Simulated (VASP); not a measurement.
A run of VASP 6.6.1:

File INCAR:

```
PREC = Accurate ; ENCUT = 520
EDIFF = 1E-6 ; ISMEAR = 0
SIGMA = 0.03 ; LREAL = F
LASPH = T ; NELM = 100
ALGO = Normal ; ISIF = 2
LWAVE = F ; LCHARG = F
GGA = PE ; NBANDS = 32
```

The input KPOINTS:

```
Automatic mesh
0
Gamma
  12 12 12
```

Contents of POSCAR:

```
Bi2Te3
1.0
    2.3026505863      1.3294359358     10.1656700000
   -2.3026505863      1.3294359358     10.1656700000
    0.0000000000     -2.6588718717     10.1656700000
Bi Te
2 3
Direct
    0.4000000000      0.4000000000      0.4000000000
    0.6000000000      0.6000000000      0.6000000000
    0.0000000000      0.0000000000      0.0000000000
    0.2095000000      0.2095000000      0.2095000000
    0.7905000000      0.7905000000      0.7905000000
```

Potentials or basis: VASP PAW PBE potentials, release 64 (Bi_d, Te).

Command:

```bash
$ cat potpaw_PBE.64/Bi_d/POTCAR potpaw_PBE.64/Te/POTCAR > POTCAR
$ mpirun -np 1 vasp_std > vasp.out
```

Hardware: 1 thread of Oxide Virtual Turin-like Processor, on a shared host.

Question: How long does it take, and how much memory?

Answer: Wall time 2.3 h on 1 thread of Oxide Virtual Turin-like Processor, on a shared host, peak memory 1.5 GiB. Counts: scf iterations 14, k points 189.
